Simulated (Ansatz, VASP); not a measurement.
# Two plane-wave programs on ZrSi2

INCAR

```
PREC     = Accurate       # precision mode
ENCUT    = 600            # plane-wave cutoff, eV
EDIFF    = 1E-7           # SCF threshold, eV
ISMEAR   = 0              # smearing method
SIGMA    = 0.1            # smearing width, eV
LREAL    = False          # projectors in reciprocal space
LASPH    = True           # aspherical terms in the spheres
NELM     = 60             # most SCF steps
ALGO     = Normal         # electronic algorithm
ISIF     = 3              # what is computed and relaxed
LWAVE    = False          # write WAVECAR
LCHARG   = False          # write CHGCAR
GGA      = PE             # functional
IBRION   = 2              # ionic algorithm
NSW      = 100            # ionic steps
EDIFFG   = -0.01          # ionic threshold
```

Contents of KPOINTS:

```
regular mesh
0
Gamma
  14 14 10
```

The input POSCAR:

```
ZrSi2
1.0
    3.5354140718      0.0000000000      0.0000000000
    0.0000000000      3.5354140718      0.0000000000
    0.0000000000      0.0000000000      4.8257882915
Zr Si
1 2
Direct
    0.5000000000      0.5000000000      0.0000000000
    0.0000000000      0.0000000000      0.2569034616
    0.0000000000      0.0000000000      0.7430965384
```

Input for Ansatz:

```yaml
crystal:
  lattice:
    - [3.5354140718, 0.0, 0.0]
    - [0.0, 3.5354140718, 0.0]
    - [0.0, 0.0, 4.8257882915]
  atoms:
    - { symbol: Zr, position: [0.5, 0.5, 0.0] }
    - { symbol: Si, position: [0.0, 0.0, 0.2569034616] }
    - { symbol: Si, position: [0.0, 0.0, 0.7430965384] }
basis:
  ecutwfc: 420
kpoints:
  mp_grid: { grid: [14, 14, 10] }
hamiltonian:
  xc: pbe
scf:
  occupations: { method: gaussian, width: 0.1 }
output:
  forces: true
  stress: true
  eigenvalues: true
relax:
  adjacent_minimum: "off"
  f_tol: 0.01
  max_steps: 80
  cell: { stress_tol: 0.05 }
```

Alike in both runs: task relaxation of cell and atoms; functional PBE; k mesh 14 × 14 × 10; occupations gaussian, width 0.1 eV; no spin polarisation.

|  | VASP | Ansatz |
| --- | --- | --- |
| version | VASP 6.6.1 | Ansatz 0.2.0 |
| potentials or method | VASP PAW PBE potentials, release 64 (Zr_sv, Si), cutoff 600 eV | scalar-relativistic, plane waves, PAW |
| valence electrons in the cell | 20 | 20 |

VASP gave:

* gap on the k mesh at the Fermi level, each at its own relaxed structure (eV): none
* relaxed volume (Å³/atom): 20.19
* relaxed length of the cell vector where the two differ most in proportion (Å): 4.953

Problem. Which values does Ansatz return?

Solution. gap on the k mesh at the Fermi level, each at its own relaxed structure (eV): none; relaxed volume (Å³/atom): 20.19; relaxed length of the cell vector where the two differ most in proportion (Å): 4.954.

A gap of «none» marks a metal or a gap that the smearing closes.
